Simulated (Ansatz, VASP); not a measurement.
# Zr3Si2: VASP beside Ansatz

```xyz
10
Lattice="7.0656 0.0000 0.0000 0.0000 7.0656 0.0000 0.0000 0.0000 3.6445" Properties=species:S:1:pos:R:3 pbc="T T T"
Zr    1.2328    4.7656    1.8222
Zr    5.8328    2.3000    1.8222
Zr    2.3000    1.2328    1.8222
Zr    4.7656    5.8328    1.8222
Zr    0.5708   -0.1850    0.0000
Zr    3.5328    3.5328    0.0000
Si    4.3975    0.8648    0.0000
Si    2.6680    6.2008    0.0000
Si    6.2008    4.3975    0.0000
Si    0.8648    2.6680    0.0000
```

Alike in both runs: task single point; functional PBEsol; k mesh 6 × 6 × 12; occupations gaussian, width 0.15 eV; no spin polarisation.

```csv
,VASP,Ansatz
version,VASP 6.6.1,Ansatz 0.2.0
potentials or method,"VASP PAW PBE potentials, release 64 (Zr_sv, Si), cutoff 520 eV","scalar-relativistic, plane waves, PAW"
valence electrons in the cell,88,88
```

Ansatz gave:

| Quantity | Value |
| --- | --- |
| gap on the k mesh at the Fermi level (eV) | none |
| pressure (GPa) | 5.2 |
| traceless stress, the component that is largest in VASP (GPa) | 6.56 |
| rms of the force components (eV/Å) | 2.250 |

Problem. Which values does VASP return?

Solution. gap on the k mesh at the Fermi level (eV): none; pressure (GPa): 5.4; traceless stress, the component that is largest in VASP (GPa): 6.59; rms of the force components (eV/Å): 2.262.

VASP's potentials were made for PBE, not for PBEsol. Atom by atom the forces differ by 0.012 eV/Å (rms over components). A gap of «none» marks a metal or a gap that the smearing closes.
